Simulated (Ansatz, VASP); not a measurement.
## AlCo3: VASP beside Ansatz

```xyz
4
Lattice="3.5864 0.0000 0.0000 0.0000 3.5864 0.0000 0.0000 0.0000 3.5864" Properties=species:S:1:pos:R:3 pbc="T T T"
Al    0.0000    0.0000    0.0000
Co    1.7932    1.7932    0.0000
Co    1.7932    0.0000    1.7932
Co    0.0000    1.7932    1.7932
```

Alike in both runs: functional r2SCAN; k mesh 12 × 12 × 12; occupations gaussian, width 0.1 eV; collinear spin.

Ansatz relaxed the structure, and its values are those at the end. VASP's run is a single point on that final structure, the one shown.

|  | VASP | Ansatz |
| --- | --- | --- |
| version | VASP 6.6.1 | Ansatz 0.2.0 |
| potentials or method | VASP PAW PBE potentials, release 64 (Al, Co), cutoff 520 eV | scalar-relativistic, plane waves, PAW |
| valence electrons in the cell | 30 | 54 |

Ansatz gave:

```
gap on the k mesh at the Fermi level (eV)                     : none
pressure (GPa)                                                : 0.0
net moment per atom (μB)                                      : 1.15
size of the moment on the site where the two differ most (μB) : 0.06
```

Problem. Estimate VASP's values.

Solution. gap on the k mesh at the Fermi level (eV): none; pressure (GPa): -0.2; net moment per atom (μB): 1.14; size of the moment on the site where the two differ most (μB): 0.04.

VASP's potentials were made for PBE, not for r2SCAN. Site moments also hang on the region over which each program counts them. A gap of «none» marks a metal or a gap that the smearing closes. The functional is the same, so the differences come from potentials, cutoffs and numerics. VASP's potentials hold 30 valence electrons a cell and Ansatz's 54, so a difference there can come from the potentials and not from the codes.
